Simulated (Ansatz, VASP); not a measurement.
## One calculation of Mg, two programs

```xyz
1
Lattice="0.0000 2.2443 2.2443 2.2443 0.0000 2.2443 2.2443 2.2443 0.0000" Properties=species:S:1:pos:R:3 pbc="T T T"
Mg    0.0000    0.0000    0.0000
```

Alike in both runs: task single point; functional BLYP; k mesh 10 × 10 × 10; occupations gaussian, width 0.1 eV; no spin polarisation.

|  | VASP | Ansatz |
| --- | --- | --- |
| version | VASP 6.6.1 | Ansatz 0.2.0 |
| potentials or method | VASP PAW PBE potentials, release 64 (Mg), cutoff 520 eV | scalar-relativistic, plane waves, PAW |
| valence electrons in the cell | 2 | 10 |

|  | VASP | Ansatz | Ansatz less VASP |
| --- | --- | --- | --- |
| gap on the k mesh at the Fermi level (eV) | none | none | - |
| pressure (GPa) | 1.5 | 1.5 | +0.04 |

VASP's potentials were made for PBE, not for BLYP. A gap of «none» marks a metal or a gap that the smearing closes. With one functional, cell and mesh, what is left measures potentials, basis and numerics. VASP's potentials hold 2 valence electrons a cell and Ansatz's 10, so a difference there can come from the potentials and not from the codes.
